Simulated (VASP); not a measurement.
# HfC in VASP: further runs, part 2 of 2

VASP 6.6.1.

**4. Electric field gradients, LDA (zz strain of -1 %)**

INCAR reads:

```
SYSTEM = HfC
PREC = Accurate
ENCUT = 520
EDIFF = 1E-8
ISMEAR = -1
SIGMA = 0.05
LREAL = .False.
LASPH = .True.
NELM = 60
ALGO = Normal
ISIF = 2
LWAVE = .False.
LCHARG = .False.
LEFG = .True.
NBANDS = 14
```

KPOINTS reads:

```
regular mesh
0
Gamma
  12 12 12
  0 0 0
```

POSCAR reads:

```
HfC
1.0
    0.0000000000      2.3250000000      2.3017500000
    2.3250000000      0.0000000000      2.3017500000
    2.3250000000      2.3250000000      0.0000000000
Hf C
1 1
Direct
    0.5000000000      0.5000000000      0.5000000000
    0.0000000000      0.0000000000      0.0000000000
```

Potentials or basis: VASP PAW LDA potentials, release 64 (Hf_pv, C).

Started as:

```sh
> cat potpaw_LDA.64/Hf_pv/POTCAR potpaw_LDA.64/C/POTCAR > POTCAR
> mpirun -np 1 vasp_std > vasp.out
```

OUTCAR:

```text
SYSTEM = HfC
   PREC = Accurate
   ENCUT = 520
   EDIFF = 1E-8
   ISMEAR = -1
   LREAL = .False.
   LASPH = .True.
   NELM = 60
   ISIF = 2

 ion  position               nearest neighbor table
   1  0.500  0.500  0.500-   2 2.30   2 2.30   2 2.33   2 2.33   2 2.33   2 2.33
   2  0.000  0.000  0.000-   1 2.30   1 2.30   1 2.33   1 2.33   1 2.33   1 2.33

  LATTYP: Found a body centered tetragonal cell.
 ALAT       =     3.2880465325
 C/A-ratio  =     1.4000714267

  Lattice vectors:

 A1 = (   0.0000000000,  -2.3250000000,  -2.3017500000)
 A2 = (   0.0000000000,   2.3250000000,  -2.3017500000)
 A3 = (   2.3250000000,   0.0000000000,   2.3017500000)

Analysis of symmetry for initial positions (statically):
=====================================================================
 Subroutine PRICEL returns:
 Original cell was already a primitive cell.

 Routine SETGRP: Setting up the symmetry group for a
 body centered tetragonal supercell.

 Subroutine GETGRP returns: Found 16 space group operations
 (whereof 16 operations were pure point group operations)
 out of a pool of 16 trial point group operations.

The static configuration has the point symmetry D_4h.

Analysis of symmetry for dynamics (positions and initial velocities):
=====================================================================
 Subroutine PRICEL returns:
 Original cell was already a primitive cell.

 Routine SETGRP: Setting up the symmetry group for a
 body centered tetragonal supercell.

 Subroutine GETGRP returns: Found 16 space group operations
 (whereof 16 operations were pure point group operations)
 out of a pool of 16 trial point group operations.
[... 552 lines left out ...]
      5       0.4968      2.00000
      6       3.1843      2.00000
      7       3.2034      2.00000
      8      10.0683      0.00000
      9      10.8960      0.00000
     10      11.1022      0.00000
     11      14.7541      0.00000
     12      16.1342      0.00000
     13      16.7980      0.00000
     14      18.8060      0.00000

 [... further k-points ...]

------------------------ aborting loop because EDIFF is reached ----------------------------------------

  FORCE on cell =-STRESS in cart. coord.  units (eV):
  Direction    XX          YY          ZZ          XY          YZ          ZX
  --------------------------------------------------------------------------------------
  -------------------------------------------------------------------------------------
  Total       -1.6464941     -1.6464941     -1.0166263      0.0000000      0.0000000     -0.0000000
  in kB     -106.0075268   -106.0075268    -65.4542483      0.0000000      0.0000000     -0.0000000
  external PRESSURE =     -92.4897673 kB  Pullay stress =       0.0000000 kB

 VOLUME and BASIS-vectors are now :
 -----------------------------------------------------------------------------
  energy-cutoff  :      520.00
  volume of cell :       24.88
      direct lattice vectors                 reciprocal lattice vectors
     0.000000000  2.325000000  2.301750000    -0.215053763  0.215053763  0.217226024
     2.325000000  0.000000000  2.301750000     0.215053763 -0.215053763  0.217226024
     2.325000000  2.325000000  0.000000000     0.215053763  0.215053763 -0.217226024

 POSITION                                       TOTAL-FORCE (eV/Angst)
 -----------------------------------------------------------------------------------
      2.32500      2.32500      2.30175        -0.000000      0.000000      0.000000
      0.00000      0.00000      0.00000         0.000000      0.000000      0.000000
 -----------------------------------------------------------------------------------
    total drift:                                0.000000     -0.000000      0.000000

  FREE ENERGIE OF THE ION-ELECTRON SYSTEM (eV)
  ---------------------------------------------------
  free  energy   TOTEN  =       -22.8661905340 eV

  energy  without entropy=      -22.8638067582  energy(sigma->0) =      -22.86499865

 Electric field gradients (V/A^2)
---------------------------------------------------------------------
 ion       V_xx      V_yy      V_zz      V_xy      V_xz      V_yz
---------------------------------------------------------------------
   1      16.486    16.486   -32.973     0.000     0.000     0.000
   2       0.710     0.710    -1.419     0.000     0.000     0.000
---------------------------------------------------------------------

 Electric field gradients after diagonalization (V/A^2)
 (convention: |V_zz| > |V_xx| > |V_yy|)
----------------------------------------------------------------------
 ion       V_xx      V_yy      V_zz     asymmetry (V_yy - V_xx)/ V_zz
----------------------------------------------------------------------
   1      16.487    16.486   -32.973       0.000
   2       0.710     0.709    -1.419       0.000
----------------------------------------------------------------------

           NMR quadrupolar parameters

 Cq : quadrupolar parameter    Cq=e*Q*V_zz/h
 eta: asymmetry parameters     (V_yy - V_xx)/ V_zz
 Q  : nuclear electric quadrupole moment in mb (millibarn)
----------------------------------------------------------------------
 ion       Cq(MHz)       eta       Q (mb)
----------------------------------------------------------------------
   1      -0.080       0.000       1.000
   2      -0.003       0.000       1.000
----------------------------------------------------------------------
```

stdout:

```text
POSCAR found type information on POSCAR HfC
 POSCAR found :  2 types and       2 ions
 scaLAPACK will be used
 LDA part: xc-table for (Slater(with rela. corr.)+CA(PZ))
 , standard interpolation
 POSCAR, INCAR and KPOINTS ok, starting setup
 FFT: planning ... GRIDC
 FFT: planning ... GRID_SOFT
 FFT: planning ... GRID
 WAVECAR not read
 entering main loop
ion   1

ion   2
```

It took 32 s on 1 thread of AMD EPYC 7R13 (Zen 3), shared host; peak memory 0.14 GiB.

Results:

```
Free energy            : -22.8662 eV
Pressure               : -9.2 GPa
Band gap on the k mesh : zero (band 7 reaches 6.99 eV, above the bottom of band 8 at 5.45 eV)
```

Electric field gradients, principal values (V/Å²):
| atom | least | middle | greatest (by size) |
| --- | --- | --- | --- |
| 1 Hf | 16.486 | 16.487 | -32.973 |
| 2 C | 0.709 | 0.710 | -1.419 |

Caveat: the cell differs from its parent crystal (zz strain of -1 %); without QUAD_EFG the Cq values of the log hold for a quadrupole moment of 1 mb, not for the nuclei; spin-orbit coupling is left out, which moves the levels of the heavy elements.

**5. Electric field gradients, LDA (zz strain of +1 %)**

INCAR reads:

```
ALGO = Normal ; EDIFF = 1E-8
ENCUT = 520 ; ISIF = 2
ISMEAR = -1 ; LASPH = T
LCHARG = F ; LEFG = T
LREAL = F ; LWAVE = F
NBANDS = 14 ; NELM = 80
PREC = Accurate ; SIGMA = 0.05
```

KPOINTS reads:

```
k-points
0
Gamma
  12 12 12
```

POSCAR reads:

```
HfC
1.0
    0.0000000000      2.3250000000      2.3482500000
    2.3250000000      0.0000000000      2.3482500000
    2.3250000000      2.3250000000      0.0000000000
Hf C
1 1
Direct
    0.5000000000      0.5000000000      0.5000000000
    0.0000000000      0.0000000000      0.0000000000
```

Potentials or basis: VASP PAW LDA potentials, release 64 (Hf_pv, C).

Started as:

```sh
> cat potpaw_LDA.64/Hf_pv/POTCAR potpaw_LDA.64/C/POTCAR > POTCAR
> mpirun -np 1 vasp_std > vasp.out
```

OUTCAR:

```text
EDIFF = 1E-8
   ENCUT = 520
   ISIF = 2
   ISMEAR = -1
   LASPH = T
   LREAL = F
   NELM = 80
   PREC = Accurate

 ion  position               nearest neighbor table
   1  0.500  0.500  0.500-   2 2.33   2 2.33   2 2.33   2 2.33   2 2.35   2 2.35
   2  0.000  0.000  0.000-   1 2.33   1 2.33   1 2.33   1 2.33   1 2.35   1 2.35

  LATTYP: Found a body centered tetragonal cell.
 ALAT       =     3.2880465325
 C/A-ratio  =     1.4283556980

  Lattice vectors:

 A1 = (  -2.3250000000,   0.0000000000,   2.3482500000)
 A2 = (   2.3250000000,   0.0000000000,   2.3482500000)
 A3 = (   0.0000000000,   2.3250000000,  -2.3482500000)

Analysis of symmetry for initial positions (statically):
=====================================================================
 Subroutine PRICEL returns:
 Original cell was already a primitive cell.

 Routine SETGRP: Setting up the symmetry group for a
 body centered tetragonal supercell.

 Subroutine GETGRP returns: Found 16 space group operations
 (whereof 16 operations were pure point group operations)
 out of a pool of 16 trial point group operations.

The static configuration has the point symmetry D_4h.

Analysis of symmetry for dynamics (positions and initial velocities):
=====================================================================
 Subroutine PRICEL returns:
 Original cell was already a primitive cell.

 Routine SETGRP: Setting up the symmetry group for a
 body centered tetragonal supercell.

 Subroutine GETGRP returns: Found 16 space group operations
 (whereof 16 operations were pure point group operations)
 out of a pool of 16 trial point group operations.

The dynamic configuration has the point symmetry D_4h.

 Subroutine INISYM returns: Found 16 space group operations
 (whereof 16 operations are pure point group operations),
 and found     1 'primitive' translations

----------------------------------------------------------------------------------------

                                     Primitive cell

  volume of cell :      25.3875

  direct lattice vectors                    reciprocal lattice vectors
     0.000000000  2.325000000  2.348250000    -0.215053763  0.215053763  0.212924518
     2.325000000  0.000000000  2.348250000     0.215053763 -0.215053763  0.212924518
     2.325000000  2.325000000  0.000000000     0.215053763  0.215053763 -0.212924518

  length of vectors
     3.304527661  3.304527661  3.288046533     0.371258795  0.371258795  0.371258795

  position of ions in fractional coordinates (direct lattice)
     0.500000000  0.500000000  0.500000000
     0.000000000  0.000000000  0.000000000

  ion indices of the primitive-cell ions
   primitive index   ion index
                 1           1
                 2           2

----------------------------------------------------------------------------------------

 KPOINTS: k-points

Automatic generation of k-mesh.
 Grid dimensions read from file:
 generate k-points for:   12   12   12

 Generating k-lattice:

  Cartesian coordinates                     Fractional coordinates (reciprocal lattice)
    -0.017921147  0.017921147  0.017743710     0.083333333  0.000000000  0.000000000
[... 81 lines left out ...]
  Fermi-wavevector in a.u.,A,eV,Ry     =   1.342489  2.536937 24.521466  1.802277
  Thomas-Fermi vector in A             =   2.470639
   LORBIT       =      0    0 simple, 1 ext, 2 COOP (PROOUT), +10 PAW based schemes
   GGA     = CA    functional components
   LHFCALC =     F    Hartree Fock is set to
   AEXX    =    0.0000 exact exchange contribution
   IVDW    =     0    specifies the selected vdW correction
   LEPSILON=     F    determine dielectric tensor
   LRPA    =     F    only Hartree local field effects (RPA)
 non-spin polarized calculation
  energy-cutoff  :      520.00
  volume of cell :       25.39
 maximum number of plane-waves:       700
 NGX is ok and might be reduce to    28
   NGX = 13   NGY = 13   NGZ = 13

 number of electron      14.0000000 magnetization

 Free energy of the ion-electron system (eV)
  ---------------------------------------------------
  ext. energy  EPLUGINS =         0.00000000
  ---------------------------------------------------
  free energy    TOTEN  =       -22.83038869 eV

  energy without entropy =      -22.82804015  energy(sigma->0) =      -22.82921442

 E-fermi :   5.7867     XC(G=0): -12.4399

 val. band max:        5.7494212379   @ k =   0.5000   0.5000   0.0000
 cond. band min:       5.8214657562   @ k =   0.4167  -0.0000   0.3333
 fundamental gap:      0.0720445183
 Fermi energy:         5.7866956154

 k-point     1 :       0.0000    0.0000    0.0000
  band No.  band energies     occupation
      1     -23.6881      2.00000
      2     -23.6753      2.00000
      3     -23.6753      2.00000
      4      -6.3247      2.00000
      5       6.7571      0.00000
      6       6.8057      0.00000
      7       6.8057      0.00000
      8       6.9979      0.00000
      9       7.1008      0.00000
     10       7.1008      0.00000
     11       8.9852      0.00000
     12       9.1256      0.00000
     13      12.6119      0.00000
     14      16.7864      0.00000
[... 377 lines left out ...]
      1     -24.2796      2.00000
      2     -23.8773      2.00000
      3     -23.7627      2.00000
      4      -2.9378      2.00000
      5       0.3871      2.00000
      6       2.9842      2.00000
      7       3.1059      2.00000
      8       9.9474      0.00000
      9      10.6271      0.00000
     10      10.8861      0.00000
     11      14.1893      0.00000
     12      15.6461      0.00000
     13      16.6039      0.00000
     14      18.5381      0.00000

 [... further k-points ...]

------------------------ aborting loop because EDIFF is reached ----------------------------------------

  FORCE on cell =-STRESS in cart. coord.  units (eV):
  Direction    XX          YY          ZZ          XY          YZ          ZX
  --------------------------------------------------------------------------------------
  -------------------------------------------------------------------------------------
  Total       -1.9718032     -1.9718032     -2.5399794      0.0000000      0.0000000      0.0000000
  in kB     -124.4382522   -124.4382522   -160.2952097      0.0000000      0.0000000      0.0000000
  external PRESSURE =    -136.3905713 kB  Pullay stress =       0.0000000 kB

 VOLUME and BASIS-vectors are now :
 -----------------------------------------------------------------------------
  energy-cutoff  :      520.00
  volume of cell :       25.39
      direct lattice vectors                 reciprocal lattice vectors
     0.000000000  2.325000000  2.348250000    -0.215053763  0.215053763  0.212924518
     2.325000000  0.000000000  2.348250000     0.215053763 -0.215053763  0.212924518
     2.325000000  2.325000000  0.000000000     0.215053763  0.215053763 -0.212924518

 POSITION                                       TOTAL-FORCE (eV/Angst)
 -----------------------------------------------------------------------------------
      2.32500      2.32500      2.34825        -0.000000     -0.000000      0.000000
      0.00000      0.00000      0.00000         0.000000      0.000000      0.000000
 -----------------------------------------------------------------------------------
    total drift:                                0.000000      0.000000      0.000000

  FREE ENERGIE OF THE ION-ELECTRON SYSTEM (eV)
  ---------------------------------------------------
  free  energy   TOTEN  =       -22.8303886914 eV

  energy  without entropy=      -22.8280401456  energy(sigma->0) =      -22.82921442

 Electric field gradients (V/A^2)
---------------------------------------------------------------------
 ion       V_xx      V_yy      V_zz      V_xy      V_xz      V_yz
---------------------------------------------------------------------
   1     -16.280   -16.280    32.560     0.001    -0.000    -0.000
   2      -0.763    -0.763     1.525    -0.000    -0.000    -0.000
---------------------------------------------------------------------

 Electric field gradients after diagonalization (V/A^2)
 (convention: |V_zz| > |V_xx| > |V_yy|)
----------------------------------------------------------------------
 ion       V_xx      V_yy      V_zz     asymmetry (V_yy - V_xx)/ V_zz
----------------------------------------------------------------------
   1     -16.281   -16.279    32.560       0.000
   2      -0.763    -0.762     1.525       0.000
----------------------------------------------------------------------

           NMR quadrupolar parameters

 Cq : quadrupolar parameter    Cq=e*Q*V_zz/h
 eta: asymmetry parameters     (V_yy - V_xx)/ V_zz
 Q  : nuclear electric quadrupole moment in mb (millibarn)
----------------------------------------------------------------------
 ion       Cq(MHz)       eta       Q (mb)
----------------------------------------------------------------------
   1       0.079       0.000       1.000
   2       0.004       0.000       1.000
----------------------------------------------------------------------
```

OSZICAR:

```text
N       E                     dE             d eps       ncg     rms          rms(c)
DAV:   1     0.206929343754E+02    0.20693E+02   -0.77111E+03  4572   0.976E+02
DAV:   2    -0.244720222795E+02   -0.45165E+02   -0.42368E+02  5932   0.200E+02
DAV:   3    -0.260162829081E+02   -0.15443E+01   -0.15390E+01  5440   0.266E+01
DAV:   4    -0.260235734942E+02   -0.72906E-02   -0.72901E-02  5442   0.226E+00
DAV:   5    -0.260236217545E+02   -0.48260E-04   -0.48260E-04  5498   0.165E-01    0.570E+01
DAV:   6    -0.229539390702E+02    0.30697E+01   -0.12591E+01  5140   0.183E+01    0.409E+01
DAV:   7    -0.228569444975E+02    0.96995E-01   -0.64940E-01  5800   0.534E+00    0.253E+01
DAV:   8    -0.228402323907E+02    0.16712E-01   -0.11802E-01  5656   0.231E+00    0.696E+00
DAV:   9    -0.228308118430E+02    0.94205E-02   -0.34139E-02  5104   0.992E-01    0.212E+00
DAV:  10    -0.228303949891E+02    0.41685E-03   -0.17865E-03  5734   0.306E-01    0.868E-02
DAV:  11    -0.228303893104E+02    0.56787E-05   -0.97524E-05  5326   0.790E-02    0.586E-02
DAV:  12    -0.228303889969E+02    0.31345E-06   -0.19849E-06  5894   0.113E-02    0.291E-02
DAV:  13    -0.228303886847E+02    0.31216E-06   -0.76473E-07  5224   0.461E-03    0.971E-04
DAV:  14    -0.228303886914E+02   -0.66984E-08   -0.34550E-08  5614   0.137E-03
   1 F= -.22830389E+02 E0= -.22829214E+02  d E =-.234855E-02
```

stdout:

```text
POSCAR found type information on POSCAR HfC
 POSCAR found :  2 types and       2 ions
 scaLAPACK will be used
 LDA part: xc-table for (Slater(with rela. corr.)+CA(PZ))
 , standard interpolation
 POSCAR, INCAR and KPOINTS ok, starting setup
 FFT: planning ... GRIDC
 FFT: planning ... GRID_SOFT
 FFT: planning ... GRID
 WAVECAR not read
 entering main loop
ion   1

ion   2
```

Wall time 52 s (1 thread of AMD EPYC 7R13 (Zen 3), shared host); peak memory 0.15 GiB.

Results:

| Quantity | Value |
| --- | --- |
| Free energy | -22.8304 eV |
| Pressure | -13.6 GPa |
| Band gap on the k mesh | zero (band 7 reaches 6.81 eV, above the bottom of band 8 at 5.35 eV) |

Stress tensor (GPa, compression positive):
```
-12.44   0.00   0.00
  0.00 -12.44   0.00
  0.00   0.00 -16.03
```

Levels at points of the mesh, in eV from the Fermi level:
```csv
k point,band 4,band 5,band 6,band 7,band 8,band 9,band 10,band 11
"(0.00, 0.00, 0.00)",-12.11,0.97,1.02,1.02,1.21,1.31,1.31,3.20
"(0.50, 0.00, 0.00)",-8.34,-6.10,-2.98,-2.96,5.09,5.17,5.62,6.57
"(0.50, 0.50, 0.00)",-10.21,-2.59,-1.80,-0.04,-0.04,5.16,6.52,6.52
"(0.50, 0.00, 0.50)",-10.20,-2.49,-1.82,-0.11,-0.08,5.16,6.46,6.59
```

Electric field gradients, principal values (V/Å²):
```tsv
atom	least	middle	greatest (by size)
1 Hf	-16.279	-16.281	32.560
2 C	-0.762	-0.763	1.525
```

Caveat: the cell differs from its parent crystal (zz strain of +1 %); without QUAD_EFG the Cq values of the log hold for a quadrupole moment of 1 mb, not for the nuclei; spin-orbit coupling is left out, which moves the levels of the heavy elements.

**6. The runs side by side**

```tsv
cell	gap on the mesh (eV)	pressure (GPa)
a = 3.321 Å, angles 58.7°, 2 atoms	none	-11.5
a = 3.255, b = 3.255, c = 3.222 Å, angles 60.3, 60.3, 59.3°, 2 atoms	none	-1.7
a = 3.272, b = 3.272, c = 3.288 Å, angles 59.8, 59.8, 60.3°, 2 atoms	none	-9.2
a = 3.305, b = 3.305, c = 3.288 Å, angles 60.2, 60.2, 59.7°, 2 atoms	none	-13.6
```

Alike in all rows: task electric field gradients; level LDA; potentials or basis VASP PAW LDA potentials, release 64 (Hf_pv, C); no spin polarisation; k mesh 12 × 12 × 12; cutoff (eV) 520; smearing fermi-dirac 0.05 eV.

Caveats: spin-orbit coupling is left out, which moves the levels of the heavy elements.

Absolute energies hang on the potentials; compare differences alone.
